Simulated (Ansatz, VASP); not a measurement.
**Ta in VASP and in Ansatz**

The input INCAR:

```
SYSTEM = Ta
ALGO = Normal ; EDIFF = 1E-6
ENCUT = 520 ; ISIF = 2
ISMEAR = -1 ; LASPH = .True.
LCHARG = .True. ; LELF = .True.
LREAL = .False. ; LVHAR = .True.
LWAVE = .False. ; NBANDS = 18
NELM = 60 ; PREC = Accurate
SIGMA = 0.05
```

Contents of KPOINTS:

```
k-points
0
Gamma
  11 11 5
  0 0 0
```

Contents of POSCAR:

```
Ta
1.0
    2.9385392399      0.0000000000      0.0000000000
   -1.4692696200      2.5448496318      0.0000000000
    0.0000000000      0.0000000000      5.2342590858
Ta
2
Direct
    0.3333333333      0.6666666667      0.2500000000
    0.6666666667      0.3333333333      0.7500000000
```

The input input.yaml:

```yaml
crystal:
  lattice:
    - [2.9385392399, 0.0, 0.0]
    - [-1.46926962, 2.5448496318, 0.0]
    - [0.0, 0.0, 5.2342590858]
  atoms:
    - { symbol: Ta, position: [0.3333333333, 0.6666666667, 0.25] }
    - { symbol: Ta, position: [0.6666666667, 0.3333333333, 0.75] }
kpoints:
  mp_grid: { grid: [11, 11, 5] }
scf:
  occupations: { method: fermi_dirac, width: 0.05 }
hamiltonian:
  xc: lda
  pseudopotentials: { kind: all_electron, lapw: { basis_error: 0.001 } }
output:
  forces: true
  stress: true
  eigenvalues: true
```

Change from the starting cell: volume scaled by 1.04.

Alike in both runs: task single point; functional LDA; k mesh 11 × 11 × 5; occupations fermi-dirac, width 0.05 eV; no spin polarisation.

|  | VASP | Ansatz |
| --- | --- | --- |
| version | VASP 6.6.1 | Ansatz 0.2.0 |
| potentials or method | VASP PAW LDA potentials, release 64 (Ta_pv), cutoff 520 eV | all-electron LAPW, scalar-relativistic |

|  | VASP | Ansatz | Ansatz less VASP |
| --- | --- | --- | --- |
| gap on the k mesh at the Fermi level (eV) | none | none | - |
| pressure (GPa) | -17.4 | -17.9 | -0.49 |
| traceless stress, the component that is largest in VASP (GPa) | 2.48 | 2.51 | +0.028 |

LDA's correlation is that of Perdew and Zunger in VASP and of Perdew and Wang (1992) in Ansatz. A gap of «none» marks a metal or a gap that the smearing closes. Ansatz ran all-electron here, and VASP with PAW potentials.

Spin-orbit coupling is off throughout.
